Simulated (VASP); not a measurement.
Cs3SI: relaxation of cell and atoms with PBE

Cs3SI:

```xyz
5
Lattice="6.6144 0.0000 0.0000 0.0000 6.6144 0.0000 0.0000 0.0000 6.6144" Properties=species:S:1:pos:R:3 pbc="T T T"
Cs    0.0000    3.3072    3.3072
Cs    3.3072    0.0000    3.3072
Cs    3.3072    3.3072    0.0000
S     3.3072    3.3072    3.3072
I     0.0000    0.0000    0.0000
```

| Item | Value |
| --- | --- |
| Program | VASP 6.6.1 |
| Task | relaxation of cell and atoms |
| Functional | PBE |
| Potentials or basis | VASP PAW PBE potentials, release 64 (Cs_sv, S, I) |
| Cutoff | 600 eV |
| k mesh | 4 × 4 × 4 |
| Occupations | gaussian, width 0.02 eV |
| Spin | no spin polarisation |
| Dipole correction | no |
| Further INCAR settings | ALGO = Normal; EDIFF = 1e-06; IBRION = 2; EDIFFG = -0.01; NSW = 100; ISIF = 3 |

```
Relaxed volume                         : 60.17 Å³/atom
Relaxed cell                           : a = 6.701 Å, b = 6.701 Å, c = 6.701 Å, α = 90.00°, β = 90.00°, γ = 90.00°
Space group after relaxing (to 0.05 Å) : Pm-3m (No. 221)
Energy gained by relaxing              : 2.5 meV/atom
Ionic steps                            : 3
Pressure after relaxing                : 0.0 GPa
Band gap on the k mesh                 : 1.06 eV, direct
```

The path:
| step | energy change (eV) | largest force (eV/Å) | pressure (GPa) | volume (Å³) |
| --- | --- | --- | --- | --- |
| 1 | 0.0000 | 0.0000 | 0.37 | 289.38 |
| 2 | -0.0095 | 0.0000 | 0.17 | 295.01 |
| 3 | -0.0124 | 0.0000 | -0.01 | 300.87 |

Final structure:
```
Cs S I
1.0
     6.70082    0.00000    0.00000
     0.00000    6.70082    0.00000
     0.00000    0.00000    6.70082
Cs S I
3 1 1
Direct
  0.00000 0.50000 0.50000
  0.50000 0.00000 0.50000
  0.50000 0.50000 0.00000
  0.50000 0.50000 0.50000
  0.00000 0.00000 0.00000
```

Levels at points of the mesh, in eV from the valence-band top:
| k point | band 18 | band 19 | band 20 | band 21 | band 22 | band 23 |
| --- | --- | --- | --- | --- | --- | --- |
| (0.00, 0.00, 0.00) | 0.00 | 0.00 | 0.00 | 1.06 | 2.30 | 2.30 |
| (0.50, 0.00, 0.00) | -0.88 | -0.09 | -0.09 | 2.19 | 2.60 | 3.11 |
| (0.50, 0.50, 0.00) | -0.96 | -0.96 | -0.18 | 3.12 | 3.20 | 3.44 |
| (0.50, 0.50, 0.50) | -1.07 | -1.07 | -1.07 | 2.73 | 3.00 | 3.00 |

Run time: 3.1 min on 1 thread of AMD EPYC 7R43 64-Core Processor (Zen 3), with other jobs on the host, peak memory 0.43 GiB.

Caveat: spin-orbit coupling is left out, which moves the levels of the heavy elements. PBE gaps usually lie below the measured ones, often by a third to a half.
